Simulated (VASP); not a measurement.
Ru, 2 atoms in the cell. The structure is hexagonal, space group P6_3/mmc (No. 194). Conventional cell: a = 2.706 Å, b = 2.706 Å, c = 4.282 Å, α = 90.00°, β = 90.00°, γ = 120.00°. Ru (site symmetry -6m2) has 12 Ru at 2.65 to 2.71 Å within 3.5 Å. 

```yaml
Program: VASP 6.6.1
Task: vibrations by perturbation theory
Functional: PBE
Potentials_or_basis: VASP PAW PBE potentials, release 64 (Ru_pv)
Cutoff: 520 eV
k_mesh: 18 × 18 × 10
Occupations: fermi-dirac, width 0.15 eV
Spin: no spin polarisation
Dipole_correction: no
Further_INCAR_settings: ALGO = Normal; EDIFF = 1e-08; IBRION = 8; NSW = 1
```

Potentials or basis: VASP PAW PBE potentials, release 64 (Ru_pv).

The run is started by

```sh
$ cat potpaw_PBE.64/Ru_pv/POTCAR > POTCAR
$ mpirun -np 1 vasp_std > vasp.out
```

Hardware: 1 thread of Oxide Virtual Turin-like Processor (shared host).

Task: Estimate the wall time of this run.

Result: Run time: 14 min on 1 thread of Oxide Virtual Turin-like Processor (shared host), peak memory 0.87 GiB. Counts: scf iterations 61, k points 222.
